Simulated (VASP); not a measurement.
A run of VASP 6.6.1 is set up as follows.

Contents of INCAR:

```
SYSTEM = KMgF3
ALGO     = Normal         ! electronic algorithm
EDIFF    = 1E-6           ! SCF threshold, eV
EDIFFG   = -0.05          ! ionic threshold
ENCUT    = 600            ! plane-wave cutoff, eV
GGA      = PE             ! functional
IBRION   = 2              ! ionic algorithm
ISIF     = 3              ! what is computed and relaxed
ISMEAR   = 0              ! smearing method
LASPH    = .True.         ! aspherical terms in the spheres
LCHARG   = .False.        ! write CHGCAR
LREAL    = .False.        ! projectors in reciprocal space
LWAVE    = .False.        ! write WAVECAR
NELM     = 80             ! most SCF steps
NSW      = 80             ! ionic steps
PREC     = Accurate       ! precision mode
PSTRESS  = 200.0        
SIGMA    = 0.01           ! smearing width, eV
```

The input KPOINTS:

```
k-points
0
Gamma
  5 5 5
  0 0 0
```

POSCAR

```
KMgF3
1.0
    3.9859000000      0.0000000000      0.0000000000
    0.0000000000      3.9859000000      0.0000000000
    0.0000000000      0.0000000000      3.9859000000
K Mg F
1 1 3
Direct
    0.5000000000      0.5000000000      0.5000000000
    0.0000000000      0.0000000000      0.0000000000
    0.5000000000      0.0000000000      0.0000000000
    0.0000000000      0.5000000000      0.0000000000
    0.0000000000      0.0000000000      0.5000000000
```

Potentials or basis: VASP PAW PBE potentials, release 64 (K_sv, Mg, F).

The run is started by

```bash
$ cat potpaw_PBE.64/K_sv/POTCAR potpaw_PBE.64/Mg/POTCAR potpaw_PBE.64/F/POTCAR > POTCAR
$ mpirun -np 1 vasp_std > vasp.out
```

Task: Predict the band gap on the k mesh.

Result: 8.62 eV, indirect (least direct gap 8.85 eV).

Task: Predict the relaxed cell.

Result: a = 3.793 Å, b = 3.793 Å, c = 3.793 Å, α = 90.00°, β = 90.00°, γ = 90.00°.

The path:
```
step  energy change (eV)  largest force (eV/Å)  pressure (GPa)  volume (Å³)
   1              0.0000                0.0000            3.25        63.33
   2              0.9715                0.0000           28.27        51.95
   3              0.5765                0.0000           20.03        54.59
```

Caveat: the cell is relaxed towards a set pressure, so the enthalpy falls and the energy may rise. A k mesh can miss the band edges.
